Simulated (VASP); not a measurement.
# Ge (Im-3m) in VASP: a series of runs

Ge is run at these levels: BLYP; tasks: single point, relaxation of cell and atoms.

All numbers are computed with VASP 6.6.1; they aren't measurements. Logs are shortened: lines on timing, memory, paths and dates and some standing lists are left out, and cuts for length are marked.

## 1. The cell of the first run

It takes space group Im-3m (No. 229, cubic). The conventional cell has a = 3.506 Å, b = 3.506 Å, c = 3.506 Å, α = 90.00°, β = 90.00°, γ = 90.00°. Ge (site symmetry m-3m) has 14 Ge at 3.04 to 3.51 Å within 4.0 Å.

## 2. Single point, BLYP

The input, INCAR:

```
SYSTEM = Ge
AGGAC = 1.0 ; AGGAX = 1.0
ALDAC = 0.0 ; ALDAX = 1.0
ALGO = Normal ; EDIFF = 1E-6
ENCUT = 520 ; GGA = B5
ISIF = 2 ; ISMEAR = -1
LASPH = .TRUE. ; LCHARG = .FALSE.
LREAL = .FALSE. ; LWAVE = .FALSE.
NBANDS = 13 ; NELM = 80
PREC = Accurate ; SIGMA = 0.1
```

The input, KPOINTS:

```
k-points
0
G
  14 14 14
  0 0 0
```

The input, POSCAR:

```
Ge
1.0
   -1.7529332526      1.7529332526      1.7529332526
    1.7529332526     -1.7529332526      1.7529332526
    1.7529332526      1.7529332526     -1.7529332526
Ge
1
Direct
    0.0000000000      0.0000000000      0.0000000000
```

Potentials or basis: VASP PAW PBE potentials, release 64 (Ge_d).

Command:

```
> cat potpaw_PBE.64/Ge_d/POTCAR > POTCAR
> mpirun -np 1 vasp_std > vasp.out
```

OUTCAR:

```text
SYSTEM = Ge
   EDIFF = 1E-6
   ENCUT = 520
   GGA = B5
   ISIF = 2
   ISMEAR = -1
   LASPH = .TRUE.
   LREAL = .FALSE.
   NELM = 80
   PREC = Accurate

 ion  position               nearest neighbor table
   1  0.000  0.000  0.000-

  LATTYP: Found a body centered cubic cell.
 ALAT       =     3.5058665052

  Lattice vectors:

 A1 = (  -1.7529332526,   1.7529332526,   1.7529332526)
 A2 = (   1.7529332526,  -1.7529332526,   1.7529332526)
 A3 = (   1.7529332526,   1.7529332526,  -1.7529332526)

Analysis of symmetry for initial positions (statically):
=====================================================================
 Subroutine PRICEL returns:
 Original cell was already a primitive cell.

 Routine SETGRP: Setting up the symmetry group for a
 body centered cubic supercell.

 Subroutine GETGRP returns: Found 48 space group operations
 (whereof 48 operations were pure point group operations)
 out of a pool of 48 trial point group operations.

The static configuration has the point symmetry O_h .

Analysis of symmetry for dynamics (positions and initial velocities):
=====================================================================
 Subroutine PRICEL returns:
 Original cell was already a primitive cell.

 Routine SETGRP: Setting up the symmetry group for a
 body centered cubic supercell.

 Subroutine GETGRP returns: Found 48 space group operations
 (whereof 48 operations were pure point group operations)
 out of a pool of 48 trial point group operations.

The dynamic configuration has the point symmetry O_h .

 Subroutine INISYM returns: Found 48 space group operations
 (whereof 48 operations are pure point group operations),
 and found     1 'primitive' translations

----------------------------------------------------------------------------------------

                                     Primitive cell

  volume of cell :      21.5455

  direct lattice vectors                    reciprocal lattice vectors
    -1.752933253  1.752933253  1.752933253     0.000000000  0.285236189  0.285236189
     1.752933253 -1.752933253  1.752933253     0.285236189  0.000000000  0.285236189
     1.752933253  1.752933253 -1.752933253     0.285236189  0.285236189  0.000000000

  length of vectors
     3.036169456  3.036169456  3.036169456     0.403384887  0.403384887  0.403384887

  position of ions in fractional coordinates (direct lattice)
     0.000000000  0.000000000  0.000000000
[... 81 lines left out ...]
   NFREE  =      0    steps in history (QN), initial steepest desc. (CG)
   ISIF   =      2    stress and relaxation
   ISYM   =      2    0-nonsym 1-usesym 2-fastsym
   POTIM  = 0.5000    time-step for ionic-motion
   TEBEG  =    0.0;   TEEND  =   0.0 temperature during run
   PSTRESS=    0.0 pullay stress
   NELECT =      14.0000    total number of electrons
   NUPDOWN=      -1.0000    fix difference up-down
   EMIN   =  10.00;   EMAX   =-10.00  energy-range for DOS
   EFERMI =   0.00;   METHOD = LEGACY
   ISMEAR =    -1;   SIGMA  =   0.10  broadening in eV -4-tet -1-fermi 0-gaus
   EFERMI_NEDOS =   21; number of points for ismear=-14 and -15
   IALGO  =     38    algorithm
   IMIX   =      4    mixing-type and parameters
     AMIX     =   0.40;   BMIX     =  1.00
     AMIX_MAG =   1.60;   BMIX_MAG =  1.00
  volume/ion in A,a.u.               =      21.55       145.40
  Fermi-wavevector in a.u.,A,eV,Ry     =   1.417965  2.679565 27.356205  2.010624
  Thomas-Fermi vector in A             =   2.539140
   LORBIT       =      0    0 simple, 1 ext, 2 COOP (PROOUT), +10 PAW based schemes
   GGA     = B5    functional components
   LHFCALC =     F    Hartree Fock is set to
   AEXX    =    0.0000 exact exchange contribution
   IVDW    =     0    specifies the selected vdW correction
   LEPSILON=     F    determine dielectric tensor
   LRPA    =     F    only Hartree local field effects (RPA)
 non-spin polarized calculation
  energy-cutoff  :      520.00
  volume of cell :       21.55
 maximum number of plane-waves:       603
   NGX = 11   NGY = 11   NGZ = 11

 number of electron      14.0000017 magnetization

 Free energy of the ion-electron system (eV)
  ---------------------------------------------------
  ext. energy  EPLUGINS =         0.00000000
  ---------------------------------------------------
  free energy    TOTEN  =        -3.32985891 eV

  energy without entropy =       -3.31454999  energy(sigma->0) =       -3.32220445

 E-fermi :   5.8672     XC(G=0): -10.0554

 val. band max:        5.8270185321   @ k =  -0.2857   0.3571   0.2143
 cond. band min:       5.8895399457   @ k =   0.2143   0.2143   0.1429
 fundamental gap:      0.0625214136
 Fermi energy:         5.8671681759

 k-point     1 :       0.0000    0.0000    0.0000
  band No.  band energies     occupation
      1     -18.8382      2.00000
      2     -18.8382      2.00000
      3     -18.8382      2.00000
      4     -18.7787      2.00000
      5     -18.7787      2.00000
      6      -6.2458      2.00000
      7      13.4632      0.00000
      8      13.4632      0.00000
      9      13.4632      0.00000
     10      19.9383      0.00000
     11      19.9383      0.00000
     12      19.9383      0.00000
     13      21.6053      0.00000
[... 354 lines left out ...]
  band No.  band energies     occupation
      1     -18.8428      2.00000
      2     -18.8040      2.00000
      3     -18.7942      2.00000
      4     -18.7776      2.00000
      5     -18.7677      2.00000
      6      -0.6806      2.00000
      7       2.9138      2.00000
      8       4.1864      2.00000
      9      10.2602      0.00000
     10      17.4968      0.00000
     11      20.0776      0.00000
     12      21.1272      0.00000
     13      25.2977      0.00000

 [... further k-points ...]

------------------------ aborting loop because EDIFF is reached ----------------------------------------

  FORCE on cell =-STRESS in cart. coord.  units (eV):
  Direction    XX          YY          ZZ          XY          YZ          ZX
  --------------------------------------------------------------------------------------
  -------------------------------------------------------------------------------------
  Total       -0.0446986     -0.0446986     -0.0446986     -0.0000000      0.0000000     -0.0000000
  in kB       -3.3239067     -3.3239067     -3.3239067     -0.0000000      0.0000000     -0.0000000
  external PRESSURE =      -3.3239067 kB  Pullay stress =       0.0000000 kB

 VOLUME and BASIS-vectors are now :
 -----------------------------------------------------------------------------
  energy-cutoff  :      520.00
  volume of cell :       21.55
      direct lattice vectors                 reciprocal lattice vectors
    -1.752933253  1.752933253  1.752933253     0.000000000  0.285236189  0.285236189
     1.752933253 -1.752933253  1.752933253     0.285236189  0.000000000  0.285236189
     1.752933253  1.752933253 -1.752933253     0.285236189  0.285236189  0.000000000

 POSITION                                       TOTAL-FORCE (eV/Angst)
 -----------------------------------------------------------------------------------
      0.00000      0.00000      0.00000        -0.000000      0.000000      0.000000
 -----------------------------------------------------------------------------------
    total drift:                               -0.000000      0.000000      0.000000

  FREE ENERGIE OF THE ION-ELECTRON SYSTEM (eV)
  ---------------------------------------------------
  free  energy   TOTEN  =        -3.3298589063 eV

  energy  without entropy=       -3.3145499868  energy(sigma->0) =       -3.32220445
```

OSZICAR:

```text
N       E                     dE             d eps       ncg     rms          rms(c)
DAV:   1     0.640308428965E+02    0.64031E+02   -0.71835E+03  2943   0.284E+03
DAV:   2     0.276236969013E+01   -0.61268E+02   -0.58848E+02  2844   0.419E+02
DAV:   3    -0.323692829780E+01   -0.59993E+01   -0.59745E+01  3102   0.740E+01
DAV:   4    -0.333086232425E+01   -0.93934E-01   -0.93923E-01  3134   0.999E+00
DAV:   5    -0.333192168972E+01   -0.10594E-02   -0.10593E-02  3152   0.119E+00    0.641E-01
DAV:   6    -0.332962622330E+01    0.22955E-02   -0.47070E-03  3404   0.139E+00    0.356E-01
DAV:   7    -0.332976192527E+01   -0.13570E-03   -0.25820E-03  3339   0.807E-01    0.661E-02
DAV:   8    -0.332985765117E+01   -0.95726E-04   -0.36834E-04  3294   0.374E-01    0.170E-02
DAV:   9    -0.332985872103E+01   -0.10699E-05   -0.12607E-05  3329   0.675E-02    0.200E-03
DAV:  10    -0.332985890629E+01   -0.18526E-06   -0.64119E-07  2362   0.167E-02
   1 F= -.33298589E+01 E0= -.33222044E+01  d E =-.153089E-01
```

Wall time 41 s (1 thread of AMD EPYC 7R43 (Zen 3), shared host); peak memory 0.11 GiB.

Results:

```yaml
Free_energy: -3.3299 eV
Pressure: -0.3 GPa
Band_gap_on_the_k_mesh: zero (band 7 reaches 13.46 eV, above the bottom of band 8 at 3.49 eV)
```

Caveat: the PAW data sets were made with another functional, which shifts forces and pressure a little.

## 3. Single point, BLYP (volume scaled by 1.04)

The input, INCAR:

```
PREC = Accurate
ENCUT = 520
EDIFF = 1E-6
ISMEAR = -1
SIGMA = 0.1
LREAL = False
LASPH = True
NELM = 60
ALGO = Normal
ISIF = 2
LWAVE = False
LCHARG = True
GGA = B5
ALDAX = 1.0
AGGAX = 1.0
AGGAC = 1.0
ALDAC = 0.0
LELF = True
LVHAR = True
NBANDS = 13
```

The input, KPOINTS:

```
Automatic mesh
0
Gamma
  14 14 14
```

The input, POSCAR:

```
Ge
1.0
   -1.7760008091      1.7760008091      1.7760008091
    1.7760008091     -1.7760008091      1.7760008091
    1.7760008091      1.7760008091     -1.7760008091
Ge
1
Direct
    0.0000000000      0.0000000000      0.0000000000
```

Potentials or basis: VASP PAW PBE potentials, release 64 (Ge_d).

Command:

```
> cat potpaw_PBE.64/Ge_d/POTCAR > POTCAR
> mpirun -np 1 vasp_std > vasp.out
```

OUTCAR:

```text
PREC = Accurate
   ENCUT = 520
   EDIFF = 1E-6
   ISMEAR = -1
   LREAL = False
   LASPH = True
   NELM = 60
   ISIF = 2
   GGA = B5

 ion  position               nearest neighbor table
   1  0.000  0.000  0.000-

  LATTYP: Found a body centered cubic cell.
 ALAT       =     3.5520016182

  Lattice vectors:

 A1 = (  -1.7760008091,   1.7760008091,   1.7760008091)
 A2 = (   1.7760008091,  -1.7760008091,   1.7760008091)
 A3 = (   1.7760008091,   1.7760008091,  -1.7760008091)

Analysis of symmetry for initial positions (statically):
=====================================================================
 Subroutine PRICEL returns:
 Original cell was already a primitive cell.

 Routine SETGRP: Setting up the symmetry group for a
 body centered cubic supercell.

 Subroutine GETGRP returns: Found 48 space group operations
 (whereof 48 operations were pure point group operations)
 out of a pool of 48 trial point group operations.

The static configuration has the point symmetry O_h .

Analysis of symmetry for dynamics (positions and initial velocities):
=====================================================================
 Subroutine PRICEL returns:
 Original cell was already a primitive cell.

 Routine SETGRP: Setting up the symmetry group for a
 body centered cubic supercell.

 Subroutine GETGRP returns: Found 48 space group operations
 (whereof 48 operations were pure point group operations)
 out of a pool of 48 trial point group operations.

The dynamic configuration has the point symmetry O_h .

 Subroutine INISYM returns: Found 48 space group operations
 (whereof 48 operations are pure point group operations),
 and found     1 'primitive' translations

----------------------------------------------------------------------------------------

[... 114 lines left out ...]
   LORBIT       =      0    0 simple, 1 ext, 2 COOP (PROOUT), +10 PAW based schemes
   GGA     = B5    functional components
   LHFCALC =     F    Hartree Fock is set to
   AEXX    =    0.0000 exact exchange contribution
   IVDW    =     0    specifies the selected vdW correction
   LEPSILON=     F    determine dielectric tensor
   LRPA    =     F    only Hartree local field effects (RPA)
 non-spin polarized calculation
  energy-cutoff  :      520.00
  volume of cell :       22.41
 maximum number of plane-waves:       622
   NGX = 11   NGY = 11   NGZ = 11

 number of electron      13.9999992 magnetization

 Free energy of the ion-electron system (eV)
  ---------------------------------------------------
  ext. energy  EPLUGINS =         0.00000000
  ---------------------------------------------------
  free energy    TOTEN  =        -3.32430232 eV

  energy without entropy =       -3.30764627  energy(sigma->0) =       -3.31597430

 E-fermi :   5.4972     XC(G=0):  -9.8701

 val. band max:        5.4731444554   @ k =  -0.3571   0.3571   0.3571
 cond. band min:       5.5525111318   @ k =   0.5000   0.5000   0.4286
 fundamental gap:      0.0793666764
 Fermi energy:         5.4972293878

 k-point     1 :       0.0000    0.0000    0.0000
  band No.  band energies     occupation
      1     -19.2048      2.00000
      2     -19.2048      2.00000
      3     -19.2048      2.00000
      4     -19.1520      2.00000
      5     -19.1520      2.00000
      6      -6.3415      2.00000
      7      12.7464      0.00000
      8      12.7464      0.00000
      9      12.7464      0.00000
     10      19.3016      0.00000
     11      19.3016      0.00000
     12      19.3016      0.00000
     13      20.5243      0.00000
[... 354 lines left out ...]
  band No.  band energies     occupation
      1     -19.2084      2.00000
      2     -19.1740      2.00000
      3     -19.1656      2.00000
      4     -19.1510      2.00000
      5     -19.1422      2.00000
      6      -1.0815      2.00000
      7       2.6902      2.00000
      8       3.9136      2.00000
      9       9.7539      0.00000
     10      16.8015      0.00000
     11      19.4060      0.00000
     12      20.4478      0.00000
     13      24.4705      0.00000

 [... further k-points ...]

------------------------ aborting loop because EDIFF is reached ----------------------------------------

  FORCE on cell =-STRESS in cart. coord.  units (eV):
  Direction    XX          YY          ZZ          XY          YZ          ZX
  --------------------------------------------------------------------------------------
  -------------------------------------------------------------------------------------
  Total       -0.2790205     -0.2790205     -0.2790205      0.0000000      0.0000000      0.0000000
  in kB      -19.9506604    -19.9506604    -19.9506604      0.0000000      0.0000000      0.0000000
  external PRESSURE =     -19.9506604 kB  Pullay stress =       0.0000000 kB

 VOLUME and BASIS-vectors are now :
 -----------------------------------------------------------------------------
  energy-cutoff  :      520.00
  volume of cell :       22.41
      direct lattice vectors                 reciprocal lattice vectors
    -1.776000809  1.776000809  1.776000809     0.000000000  0.281531403  0.281531403
     1.776000809 -1.776000809  1.776000809     0.281531403  0.000000000  0.281531403
     1.776000809  1.776000809 -1.776000809     0.281531403  0.281531403  0.000000000

 POSITION                                       TOTAL-FORCE (eV/Angst)
 -----------------------------------------------------------------------------------
      0.00000      0.00000      0.00000        -0.000000      0.000000     -0.000000
 -----------------------------------------------------------------------------------
    total drift:                               -0.000000      0.000000      0.000000

  FREE ENERGIE OF THE ION-ELECTRON SYSTEM (eV)
  ---------------------------------------------------
  free  energy   TOTEN  =        -3.3243023162 eV

  energy  without entropy=       -3.3076462739  energy(sigma->0) =       -3.31597430
```

Wall time 42 s (1 thread of AMD EPYC 7R43 (Zen 3), shared host); peak memory 0.11 GiB.

Results:

```
Free energy            : -3.3243 eV
Pressure               : -2.0 GPa
Band gap on the k mesh : zero (band 7 reaches 12.75 eV, above the bottom of band 8 at 3.25 eV)
```

Caveat: the PAW data sets were made with another functional, which shifts forces and pressure a little.

## 4. Single point, BLYP (volume scaled by 1.08)

The input, INCAR:

```
  PREC = Accurate
  ENCUT = 520
  EDIFF = 1E-6
  ISMEAR = -1
  SIGMA = 0.1
  LREAL = F
  LASPH = T
  NELM = 60
  ALGO = Normal
  ISIF = 2
  LWAVE = F
  LCHARG = T
  GGA = B5
  ALDAX = 1.0
  AGGAX = 1.0
  AGGAC = 1.0
  ALDAC = 0.0
  LELF = T
  LVHAR = T
  NBANDS = 13
```

KPOINTS is that of step 3.

The input, POSCAR:

```
Ge
1.0
   -1.7984842188      1.7984842188      1.7984842188
    1.7984842188     -1.7984842188      1.7984842188
    1.7984842188      1.7984842188     -1.7984842188
Ge
1
Direct
    0.0000000000      0.0000000000      0.0000000000
```

Potentials or basis: VASP PAW PBE potentials, release 64 (Ge_d).

Command:

```
> cat potpaw_PBE.64/Ge_d/POTCAR > POTCAR
> mpirun -np 1 vasp_std > vasp.out
```

OUTCAR:

```text
PREC = Accurate
   ENCUT = 520
   EDIFF = 1E-6
   ISMEAR = -1
   LREAL = F
   LASPH = T
   NELM = 60
   ISIF = 2
   GGA = B5

 ion  position               nearest neighbor table
   1  0.000  0.000  0.000-

  LATTYP: Found a body centered cubic cell.
 ALAT       =     3.5969684376

  Lattice vectors:

 A1 = (  -1.7984842188,   1.7984842188,   1.7984842188)
 A2 = (   1.7984842188,  -1.7984842188,   1.7984842188)
 A3 = (   1.7984842188,   1.7984842188,  -1.7984842188)

[... 560 lines left out ...]
     13      23.6993      0.00000

 [... further k-points ...]

------------------------ aborting loop because EDIFF is reached ----------------------------------------

  FORCE on cell =-STRESS in cart. coord.  units (eV):
  Direction    XX          YY          ZZ          XY          YZ          ZX
  --------------------------------------------------------------------------------------
  -------------------------------------------------------------------------------------
  Total       -0.4811130     -0.4811130     -0.4811130      0.0000000      0.0000000      0.0000000
  in kB      -33.1266693    -33.1266693    -33.1266693      0.0000000      0.0000000      0.0000000
  external PRESSURE =     -33.1266693 kB  Pullay stress =       0.0000000 kB

 VOLUME and BASIS-vectors are now :
 -----------------------------------------------------------------------------
  energy-cutoff  :      520.00
  volume of cell :       23.27
      direct lattice vectors                 reciprocal lattice vectors
    -1.798484219  1.798484219  1.798484219     0.000000000  0.278011892  0.278011892
     1.798484219 -1.798484219  1.798484219     0.278011892  0.000000000  0.278011892
     1.798484219  1.798484219 -1.798484219     0.278011892  0.278011892  0.000000000

 POSITION                                       TOTAL-FORCE (eV/Angst)
 -----------------------------------------------------------------------------------
      0.00000      0.00000      0.00000         0.000000     -0.000000     -0.000000
 -----------------------------------------------------------------------------------
    total drift:                                0.000000     -0.000000      0.000000

  FREE ENERGIE OF THE ION-ELECTRON SYSTEM (eV)
  ---------------------------------------------------
  free  energy   TOTEN  =        -3.3106887891 eV

  energy  without entropy=       -3.2924627774  energy(sigma->0) =       -3.30157578
```

OSZICAR:

```text
N       E                     dE             d eps       ncg     rms          rms(c)
DAV:   1     0.643234380284E+02    0.64323E+02   -0.72448E+03  2935   0.281E+03
DAV:   2     0.303766836410E+01   -0.61286E+02   -0.58819E+02  2849   0.409E+02
DAV:   3    -0.320606633262E+01   -0.62437E+01   -0.62002E+01  3109   0.758E+01
DAV:   4    -0.331172119982E+01   -0.10565E+00   -0.10564E+00  3179   0.106E+01
DAV:   5    -0.331298055848E+01   -0.12594E-02   -0.12594E-02  3162   0.132E+00    0.544E-01
DAV:   6    -0.331053326903E+01    0.24473E-02   -0.48492E-03  3434   0.136E+00    0.300E-01
DAV:   7    -0.331059639268E+01   -0.63124E-04   -0.24791E-03  3409   0.774E-01    0.621E-02
DAV:   8    -0.331068510973E+01   -0.88717E-04   -0.33748E-04  3274   0.350E-01    0.140E-02
DAV:   9    -0.331068855681E+01   -0.34471E-05   -0.12552E-05  3339   0.635E-02    0.219E-03
DAV:  10    -0.331068878909E+01   -0.23228E-06   -0.10340E-06  2392   0.213E-02
   1 F= -.33106888E+01 E0= -.33015758E+01  d E =-.182260E-01
```

Run time: 41 s. Hardware: 1 thread of AMD EPYC 7R43 (Zen 3), shared host; peak memory 0.12 GiB.

What came out:

```
Free energy            : -3.3107 eV
Pressure               : -3.3 GPa
Band gap on the k mesh : zero (band 7 reaches 12.08 eV, above the bottom of band 8 at 3.02 eV)
```

Caveat: the PAW data sets were made with another functional, which shifts forces and pressure a little.

(Part 1 of 2 ends here.)
